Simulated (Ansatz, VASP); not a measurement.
**One calculation of HfO2, two programs**

```xyz
3
Lattice="0.0000 2.5575 2.5831 2.5575 0.0000 2.5831 2.5575 2.5575 0.0000" Properties=species:S:1:pos:R:3 pbc="T T T"
Hf    0.0000    0.0000    0.0000
O     1.2788    1.2788    1.2915
O     3.8363    3.8363    3.8746
```

Change from the starting cell: z stretched by +1 %, ions relaxed.

Alike in both runs: functional PBE; k mesh 10 × 10 × 10; occupations fermi-dirac, width 0.02 eV; no spin polarisation.

Ansatz relaxed the structure, and its values are those at the end. VASP's run is a single point on that final structure, the one shown.

|  | VASP | Ansatz |
| --- | --- | --- |
| version | VASP 6.6.1 | Ansatz 0.2.0 |
| potentials or method | VASP PAW PBE potentials, release 64 (Hf_pv, O) | plane-wave PAW, scalar-relativistic |
| plane-wave cutoff (eV) | 520 | 420 |
| valence electrons in the cell | 22 | 38 |

|  | VASP | Ansatz | Ansatz less VASP |
| --- | --- | --- | --- |
| gap on the k mesh at the Fermi level (eV) | 3.66 | 3.66 | -0.005 |
| pressure (GPa) | -8.2 | -4.7 | +3.44 |

The functional is the same, so the differences come from potentials, cutoffs and numerics. VASP's potentials hold 22 valence electrons a cell and Ansatz's 38, so a difference there can come from the potentials and not from the codes. Ansatz's warnings: stress scf threshold loose.

Neither program's run includes spin-orbit coupling.
